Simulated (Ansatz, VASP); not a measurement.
# Zr in VASP and in Ansatz

File INCAR:

```
  ALGO = Normal
  EDIFF = 1E-6
  ENCUT = 500
  GGA = PE
  GGA_COMPAT = False
  ISIF = 2
  ISMEAR = 0
  LASPH = True
  LCHARG = False
  LREAL = False
  LWAVE = False
  NBANDS = 12
  NELM = 120
  PREC = Accurate
  SIGMA = 0.1
```

Contents of KPOINTS:

```
k-points
0
Gamma
  8 8 8
```

The input POSCAR:

```
Zr
1.0
    0.0000000000      2.2464239819      2.2464239819
    2.2464239819      0.0000000000      2.2464239819
    2.2464239819      2.2464239819      0.0000000000
Zr
1
Direct
    0.0000000000      0.0000000000      0.0000000000
```

Input for Ansatz:

```yaml
crystal:
  lattice:
    - [0.0, 2.2464239819, 2.2464239819]
    - [2.2464239819, 0.0, 2.2464239819]
    - [2.2464239819, 2.2464239819, 0.0]
  atoms:
    - { symbol: Zr, position: [0.0, 0.0, 0.0] }
basis:
  ecutwfc: 420
kpoints:
  mp_grid: { grid: [8, 8, 8] }
hamiltonian:
  xc: pbe
scf:
  occupations: { method: gaussian, width: 0.1 }
output:
  forces: true
  stress: true
  eigenvalues: true
```

Alike in both runs: task single point; functional PBE; k mesh 8 × 8 × 8; occupations gaussian, width 0.1 eV; no spin polarisation.

|  | VASP | Ansatz |
| --- | --- | --- |
| version | VASP 6.6.1 | Ansatz 0.2.0 |
| potentials or method | VASP PAW PBE potentials, release 64 (Zr_sv), cutoff 500 eV | scalar-relativistic, plane waves, PAW |
| valence electrons in the cell | 12 | 12 |

```csv
,VASP,Ansatz,Ansatz less VASP
gap on the k mesh at the Fermi level (eV),none,none,-
pressure (GPa),1.8,1.7,-0.04
```

A gap of «none» marks a metal or a gap that the smearing closes. With one functional, cell and mesh, what is left measures potentials, basis and numerics.
